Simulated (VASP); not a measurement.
Set up this calculation in VASP 6.6.1, as the native input.

```yaml
Task: relaxation of cell and atoms
Functional: PBEsol
Potentials_or_basis: VASP PAW PBE potentials, release 64 (Mg, C)
Cutoff: 600 eV
k_mesh: 4 × 4 × 4
Occupations: methfessel-paxton, width 0.01 eV
Spin: no spin polarisation
Target_pressure: 20 GPa
Dipole_correction: no
Further_INCAR_settings: ALGO = Normal; EDIFF = 1e-07; IBRION = 2; EDIFFG = -0.03; NSW = 80; ISIF = 3
```

The structure of MgC2 lies in POSCAR:

```
MgC2
1.0
    0.0000000000      2.6200000000      2.6200000000
    2.6200000000      0.0000000000      2.6200000000
    2.6200000000      2.6200000000      0.0000000000
Mg C
1 2
Direct
    0.0000000000      0.0000000000      0.0000000000
    0.2500000000      0.2500000000      0.2500000000
    0.7500000000      0.7500000000      0.7500000000
```

These files were run (other wordings do the same):

INCAR

```
SYSTEM = MgC2
PREC = Accurate ; ENCUT = 600
EDIFF = 1E-7 ; ISMEAR = 1
SIGMA = 0.01 ; LREAL = .False.
LASPH = .True. ; NELM = 120
ALGO = Normal ; ISIF = 3
LWAVE = .False. ; LCHARG = .False.
GGA = PS ; IBRION = 2
NSW = 80 ; EDIFFG = -0.03
PSTRESS = 200.0 ; GGA_COMPAT = .False.
NELMIN = 4
```

KPOINTS

```
regular mesh
0
Gamma
  4 4 4
  0 0 0
```

Potentials or basis: VASP PAW PBE potentials, release 64 (Mg, C).

Launch:

```console
$ cat potpaw_PBE.64/Mg/POTCAR potpaw_PBE.64/C/POTCAR > POTCAR
$ mpirun -np 1 vasp_std > vasp.out
```

Results of the run:

The relaxed volume is 9.36 Å³/atom, the relaxed cell is a = 3.412 Å, b = 3.412 Å, c = 3.412 Å, α = 60.00°, β = 60.00°, γ = 60.00° and the space group after relaxing (to 0.1 Å) is Fm-3m (No. 225). The energy change on relaxing (the run minimises the enthalpy) is +22.8 meV/atom and the ionic steps are 3. The pressure after relaxing is 19.8 GPa. The band gap on the k mesh is zero (bands 5 and 6 overlap by 0.62 eV).

Caveat: the k points lie up to 0.56 Å⁻¹ apart in the final cell, too coarse for converged energies and pressures of a metal; the cell is relaxed towards a set pressure, so the run minimises the enthalpy, not the energy; the volume moved by over 15 % at a fixed basis, so the end points are rough; the PAW data sets were made with another functional, which shifts forces and pressure a little.

Wall time 24 s on 1 thread of Intel(R) Xeon(R) Platinum 8375C CPU @ 2.90GHz (Ice Lake) (shared host), peak memory 0.17 GiB.
